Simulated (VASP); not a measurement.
Input of a VASP 6.6.1 run:

Contents of INCAR:

```
ALGO     = Fast           # electronic algorithm
EDIFF    = 1E-6           # SCF threshold, eV
ENCUT    = 520            # plane-wave cutoff, eV
GGA      = PE             # functional
ISIF     = 2              # what is computed and relaxed
ISMEAR   = 0              # smearing method
LASPH    = T              # aspherical terms in the spheres
LCHARG   = F              # write CHGCAR
LREAL    = F              # projectors in reciprocal space
LWAVE    = F              # write WAVECAR
NBANDS   = 17             # bands
NELM     = 60             # most SCF steps
PREC     = Accurate       # precision mode
SIGMA    = 0.1            # smearing width, eV
```

The input KPOINTS:

```
k-points
0
Gamma
  22 22 22
```

POSCAR

```
Pt
1.0
   -2.5174661526      2.5174661526      1.3530722155
    2.5174661526     -2.5174661526      1.3530722155
    2.5174661526      2.5174661526     -1.3530722155
Pt
2
Direct
    0.0000000000      0.0000000000      0.0000000000
    0.7500000000      0.2500000000      0.5000000000
```

Potentials or basis: VASP PAW PBE potentials, release 64 (Pt).

The run is started by

```bash
$ cat potpaw_PBE.64/Pt/POTCAR > POTCAR
$ mpirun -np 1 vasp_std > vasp.out
```

**Question.** Predict the pressure.

**Answer.** -0.5 GPa.

**Question.** Predict the band gap on the k mesh.

**Answer.** Zero (bands 10 and 11 overlap by 1.62 eV).

Caveat: spin-orbit coupling is left out, which moves the levels of the heavy elements.
